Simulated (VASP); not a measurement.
# Rh (Fm-3m) in VASP: a series of runs

Runs on Rh. Level: PBEsol. Tasks: single point.

Everything below comes from runs of VASP 6.6.1. Logs are shortened: lines on timing, memory, paths and dates and some standing lists are left out, and cuts for length are marked.

## 1. The cell of the first run

It takes space group Fm-3m (No. 225, cubic). The conventional cell has a = 3.725 Å, b = 3.725 Å, c = 3.725 Å, α = 90.00°, β = 90.00°, γ = 90.00°. Rh (site symmetry m-3m) has 12 Rh at 2.63 Å within 3.5 Å.

## 2. Single point, PBEsol (volume scaled by 0.94)

The input, INCAR:

```
SYSTEM = Rh
  PREC = Accurate
  ENCUT = 520
  EDIFF = 1E-7
  ISMEAR = -1
  SIGMA = 0.08
  LREAL = .FALSE.
  LASPH = .TRUE.
  NELM = 80
  ALGO = Normal
  ISIF = 2
  LWAVE = .FALSE.
  LCHARG = .FALSE.
  GGA = PS
  NBANDS = 14
```

The input, KPOINTS:

```
Automatic mesh
0
G
  16 16 16
  0 0 0
```

The input, POSCAR:

```
Rh
1.0
    0.0000000000      1.8627319650      1.8627319650
    1.8627319650      0.0000000000      1.8627319650
    1.8627319650      1.8627319650      0.0000000000
Rh
1
Direct
    0.0000000000      0.0000000000      0.0000000000
```

Potentials or basis: VASP PAW PBE potentials, release 64 (Rh_pv).

Launch:

```
$ cat potpaw_PBE.64/Rh_pv/POTCAR > POTCAR
$ mpirun -np 1 vasp_std > vasp.out
```

OUTCAR:

```text
SYSTEM = Rh
   PREC = Accurate
   ENCUT = 520
   EDIFF = 1E-7
   ISMEAR = -1
   LREAL = .FALSE.
   LASPH = .TRUE.
   NELM = 80
   ISIF = 2
   GGA = PS

 ion  position               nearest neighbor table
   1  0.000  0.000  0.000-

  LATTYP: Found a face centered cubic cell.
 ALAT       =     3.7254639300

  Lattice vectors:

 A1 = (   0.0000000000,   1.8627319650,   1.8627319650)
 A2 = (   1.8627319650,   0.0000000000,   1.8627319650)
 A3 = (   1.8627319650,   1.8627319650,   0.0000000000)

Analysis of symmetry for initial positions (statically):
=====================================================================
 Subroutine PRICEL returns:
 Original cell was already a primitive cell.

 Routine SETGRP: Setting up the symmetry group for a
 face centered cubic supercell.

 Subroutine GETGRP returns: Found 48 space group operations
 (whereof 48 operations were pure point group operations)
 out of a pool of 48 trial point group operations.

The static configuration has the point symmetry O_h .

Analysis of symmetry for dynamics (positions and initial velocities):
=====================================================================
 Subroutine PRICEL returns:
 Original cell was already a primitive cell.

 Routine SETGRP: Setting up the symmetry group for a
 face centered cubic supercell.

 Subroutine GETGRP returns: Found 48 space group operations
 (whereof 48 operations were pure point group operations)
 out of a pool of 48 trial point group operations.

The dynamic configuration has the point symmetry O_h .

 Subroutine INISYM returns: Found 48 space group operations
 (whereof 48 operations are pure point group operations),
 and found     1 'primitive' translations

----------------------------------------------------------------------------------------

                                     Primitive cell

  volume of cell :      12.9265

  direct lattice vectors                    reciprocal lattice vectors
     0.000000000  1.862731965  1.862731965    -0.268422945  0.268422945  0.268422945
     1.862731965  0.000000000  1.862731965     0.268422945 -0.268422945  0.268422945
     1.862731965  1.862731965  0.000000000     0.268422945  0.268422945 -0.268422945

  length of vectors
     2.634300808  2.634300808  2.634300808     0.464922179  0.464922179  0.464922179

  position of ions in fractional coordinates (direct lattice)
     0.000000000  0.000000000  0.000000000

  ion indices of the primitive-cell ions
   primitive index   ion index
                 1           1

[... 77 lines left out ...]
   ISIF   =      2    stress and relaxation
   ISYM   =      2    0-nonsym 1-usesym 2-fastsym
   POTIM  = 0.5000    time-step for ionic-motion
   TEBEG  =    0.0;   TEEND  =   0.0 temperature during run
   PSTRESS=    0.0 pullay stress
   NELECT =      15.0000    total number of electrons
   NUPDOWN=      -1.0000    fix difference up-down
   EMIN   =  10.00;   EMAX   =-10.00  energy-range for DOS
   EFERMI =   0.00;   METHOD = LEGACY
   ISMEAR =    -1;   SIGMA  =   0.08  broadening in eV -4-tet -1-fermi 0-gaus
   EFERMI_NEDOS =   21; number of points for ismear=-14 and -15
   IALGO  =     38    algorithm
   IMIX   =      4    mixing-type and parameters
     AMIX     =   0.40;   BMIX     =  1.00
     AMIX_MAG =   1.60;   BMIX_MAG =  1.00
  volume/ion in A,a.u.               =      12.93        87.23
  Fermi-wavevector in a.u.,A,eV,Ry     =   1.720329  3.250951 40.266883  2.959532
  Thomas-Fermi vector in A             =   2.796789
   LORBIT       =      0    0 simple, 1 ext, 2 COOP (PROOUT), +10 PAW based schemes
   GGA     = PS    functional components
   LHFCALC =     F    Hartree Fock is set to
   AEXX    =    0.0000 exact exchange contribution
   IVDW    =     0    specifies the selected vdW correction
   LEPSILON=     F    determine dielectric tensor
   LRPA    =     F    only Hartree local field effects (RPA)
 non-spin polarized calculation
  energy-cutoff  :      520.00
  volume of cell :       12.93
 maximum number of plane-waves:       360
   NGX =  9   NGY =  9   NGZ =  9

 number of electron      14.9999995 magnetization

 Free energy of the ion-electron system (eV)
  ---------------------------------------------------
  ext. energy  EPLUGINS =         0.00000000
  ---------------------------------------------------
  free energy    TOTEN  =        -8.12563555 eV

  energy without entropy =       -8.09877149  energy(sigma->0) =       -8.11220352

 E-fermi :  12.9207     XC(G=0): -14.6188

 val. band max:       12.9176338265   @ k =   0.3125   0.2500   0.0000
 cond. band min:      12.9236788480   @ k =  -0.3750   0.0625   0.0000
 fundamental gap:      0.0060450215
 Fermi energy:        12.9206710401

 k-point     1 :       0.0000    0.0000    0.0000
  band No.  band energies     occupation
      1     -33.5127      2.00000
      2     -33.5127      2.00000
      3     -33.5127      2.00000
      4       4.4070      2.00000
      5       9.5214      2.00000
      6       9.5214      2.00000
      7       9.5214      2.00000
      8      11.8493      2.00000
      9      11.8493      2.00000
     10      28.7913      0.00000
     11      33.1205      0.00000
     12      34.5998      0.00000
     13      34.5998      0.00000
     14      34.5998      0.00000
[... 377 lines left out ...]
      1     -33.5994      2.00000
      2     -33.5387      2.00000
      3     -33.5193      2.00000
      4       4.8450      2.00000
      5       9.2972      2.00000
      6       9.6810      2.00000
      7       9.7345      2.00000
      8      11.6368      2.00000
      9      11.8748      2.00000
     10      29.4535      0.00000
     11      32.8807      0.00000
     12      33.1355      0.00000
     13      34.7260      0.00000
     14      35.5227      0.00000

 [... further k-points ...]
[... 5 lines left out ...]
  --------------------------------------------------------------------------------------
  -------------------------------------------------------------------------------------
  Total        1.1777809      1.1777809      1.1777809      0.0000000      0.0000000      0.0000000
  in kB      145.9802110    145.9802110    145.9802110      0.0000000      0.0000000      0.0000000
  external PRESSURE =     145.9802110 kB  Pullay stress =       0.0000000 kB

 VOLUME and BASIS-vectors are now :
 -----------------------------------------------------------------------------
  energy-cutoff  :      520.00
  volume of cell :       12.93
      direct lattice vectors                 reciprocal lattice vectors
     0.000000000  1.862731965  1.862731965    -0.268422945  0.268422945  0.268422945
     1.862731965  0.000000000  1.862731965     0.268422945 -0.268422945  0.268422945
     1.862731965  1.862731965  0.000000000     0.268422945  0.268422945 -0.268422945

 POSITION                                       TOTAL-FORCE (eV/Angst)
 -----------------------------------------------------------------------------------
      0.00000      0.00000      0.00000        -0.000000     -0.000000     -0.000000
 -----------------------------------------------------------------------------------
    total drift:                                0.000000      0.000000      0.000000

  FREE ENERGIE OF THE ION-ELECTRON SYSTEM (eV)
  ---------------------------------------------------
  free  energy   TOTEN  =        -8.1256355489 eV

  energy  without entropy=       -8.0987714852  energy(sigma->0) =       -8.11220352
```

stdout:

```text
POSCAR found type information on POSCAR Rh
 POSCAR found :  1 types and       1 ions
 scaLAPACK will be used
 -----------------------------------------------------------------------------
|                                                                             |
|                                                                             |
|     You enforced a specific xc type in the INCAR file but a different       |
|     I HOPE YOU KNOW WHAT YOU ARE DOING!                                     |
|                                                                             |
 -----------------------------------------------------------------------------

 LDA part: xc-table for (Slater+PW92), standard interpolation
 POSCAR, INCAR and KPOINTS ok, starting setup
 FFT: planning ... GRIDC
 FFT: planning ... GRID_SOFT
 FFT: planning ... GRID
 WAVECAR not read
 entering main loop
```

Wall time 8.5 s (1 thread of Intel Xeon 6975P-C (Granite Rapids), shared host); peak memory 0.14 GiB.

What came out:

- Free energy: -8.1256 eV
- Pressure: 14.6 GPa

Caveat: the PAW data sets were made with another functional, which shifts forces and pressure a little.

## 3. Single point, PBEsol (volume scaled by 0.9405)

The input, INCAR:

```
SYSTEM = Rh
ALGO = Normal ; EDIFF = 1E-7
ENCUT = 520 ; GGA = PS
ISIF = 2 ; ISMEAR = -1
LASPH = .True. ; LCHARG = .False.
LREAL = .False. ; LWAVE = .False.
NBANDS = 14 ; NELM = 100
PREC = Accurate ; SIGMA = 0.08
```

The input, KPOINTS:

```
k-points
0
Gamma
  16 16 16
  0 0 0
```

The input, POSCAR:

```
Rh
1.0
    0.0000000000      1.8630621781      1.8630621781
    1.8630621781      0.0000000000      1.8630621781
    1.8630621781      1.8630621781      0.0000000000
Rh
1
Direct
    0.0000000000      0.0000000000      0.0000000000
```

Potentials or basis: VASP PAW PBE potentials, release 64 (Rh_pv).

Launch:

```
$ cat potpaw_PBE.64/Rh_pv/POTCAR > POTCAR
$ mpirun -np 1 vasp_std > vasp.out
```

Wall time 8.5 s (1 thread of Intel Xeon 6975P-C (Granite Rapids), shared host); peak memory 0.13 GiB.

The run converged. Its results:

```
Free energy : -8.1263 eV
Pressure    : 14.4 GPa
```

Levels at points of the mesh, in eV from the Fermi level:
```
           k point  band 3  band 4  band 5  band 6  band 7  band 8  band 9  band 10  band 11  band 12
(0.00, 0.00, 0.00)  -46.43   -8.51   -3.40   -3.40   -3.40   -1.07   -1.07    15.87    20.20    21.68
(0.50, 0.00, 0.00)  -46.56   -6.69   -3.48   -3.48    0.59    0.66    0.66     9.25    15.40    20.20
(0.50, 0.50, 0.00)  -46.76   -6.95   -6.55    0.63    1.12    1.12    3.27    13.04    13.60    13.60
```

Caveat: the PAW data sets were made with another functional, which shifts forces and pressure a little.

## 4. Single point, PBEsol (volume scaled by 0.96)

The input, INCAR:

```
SYSTEM = Rh
PREC     = Accurate       ! precision mode
ENCUT    = 520            ! plane-wave cutoff, eV
EDIFF    = 1E-6           ! SCF threshold, eV
ISMEAR   = -1             ! smearing method
SIGMA    = 0.08           ! smearing width, eV
LREAL    = .False.        ! projectors in reciprocal space
LASPH    = .True.         ! aspherical terms in the spheres
NELM     = 60             ! most SCF steps
ALGO     = Normal         ! electronic algorithm
ISIF     = 2              ! what is computed and relaxed
LWAVE    = .False.        ! write WAVECAR
LCHARG   = .False.        ! write CHGCAR
GGA      = PS             ! functional
NBANDS   = 14             ! bands
```

The input, KPOINTS:

```
regular mesh
0
Gamma
  16 16 16
  0 0 0
```

The input, POSCAR:

```
Rh
1.0
    0.0000000000      1.8758502280      1.8758502280
    1.8758502280      0.0000000000      1.8758502280
    1.8758502280      1.8758502280      0.0000000000
Rh
1
Direct
    0.0000000000      0.0000000000      0.0000000000
```

Launch:

```
$ cat potpaw_PBE.64/Rh_pv/POTCAR > POTCAR
$ mpirun -np 1 vasp_std > vasp.out
```

It took 8.2 s on 1 thread of Intel Xeon 6975P-C (Granite Rapids), shared host; peak memory 0.14 GiB.

The run converged. Its results:

| Quantity | Value |
| --- | --- |
| Free energy | -8.1445 eV |
| Pressure | 7.2 GPa |

Levels at points of the mesh, in eV from the Fermi level:
```tsv
k point	band 4	band 5	band 6	band 7	band 8	band 9	band 10	band 11
(0.00, 0.00, 0.00)	-8.35	-3.29	-3.29	-3.29	-1.04	-1.04	15.90	20.26
(0.50, 0.00, 0.00)	-6.51	-3.37	-3.37	0.61	0.63	0.63	9.03	15.42
(0.50, 0.50, 0.00)	-6.74	-6.35	0.61	1.08	1.08	3.24	12.76	13.48
```

Caveat: the PAW data sets were made with another functional, which shifts forces and pressure a little.

## 5. Single point, PBEsol (volume scaled by 0.98)

The input, INCAR:

```
SYSTEM = Rh
PREC = Accurate
ENCUT = 520
EDIFF = 1E-7
ISMEAR = -1
SIGMA = 0.08
LREAL = .False.
LASPH = .True.
NELM = 100
ALGO = Normal
ISIF = 2
LWAVE = .False.
LCHARG = .False.
GGA = PS
NBANDS = 14
```

KPOINTS is that of step 4.

The input, POSCAR:

```
Rh
1.0
    0.0000000000      1.8887875349      1.8887875349
    1.8887875349      0.0000000000      1.8887875349
    1.8887875349      1.8887875349      0.0000000000
Rh
1
Direct
    0.0000000000      0.0000000000      0.0000000000
```

Launch:

```
$ cat potpaw_PBE.64/Rh_pv/POTCAR > POTCAR
$ mpirun -np 1 vasp_std > vasp.out
```

Run time: 8.6 s. Hardware: 1 thread of Intel Xeon 6975P-C (Granite Rapids), shared host; peak memory 0.14 GiB.

It converged, with:

```yaml
Free_energy: -8.1515 eV
Pressure: 0.8 GPa
```

Levels at points of the mesh, in eV from the Fermi level:
| k point | band 5 | band 6 | band 7 | band 8 | band 9 | band 10 |
| --- | --- | --- | --- | --- | --- | --- |
| (0.00, 0.00, 0.00) | -3.19 | -3.19 | -3.19 | -1.01 | -1.01 | 15.92 |
| (0.50, 0.00, 0.00) | -3.26 | -3.26 | 0.61 | 0.61 | 0.63 | 8.80 |
| (0.50, 0.50, 0.00) | -6.15 | 0.59 | 1.04 | 1.04 | 3.21 | 12.49 |

Caveat: the PAW data sets were made with another functional, which shifts forces and pressure a little.

## 6. The runs side by side

```tsv
cell	gap on the mesh (eV)	pressure (GPa)
a = 2.634 Å, angles 60.0°, 1 atom	none	14.6
a = 2.635 Å, angles 60.0°, 1 atom	none	14.4
a = 2.653 Å, angles 60.0°, 1 atom	none	7.2
a = 2.671 Å, angles 60.0°, 1 atom	none	0.8
```

Alike in all rows: task single point; level PBEsol; potentials or basis VASP PAW PBE potentials, release 64 (Rh_pv); no spin polarisation; k mesh 16 × 16 × 16; cutoff (eV) 520; smearing fermi-dirac 0.08 eV.

Caveats: the PAW data sets were made with another functional, which shifts forces and pressure a little.

Absolute energies hang on the potentials; compare differences alone.
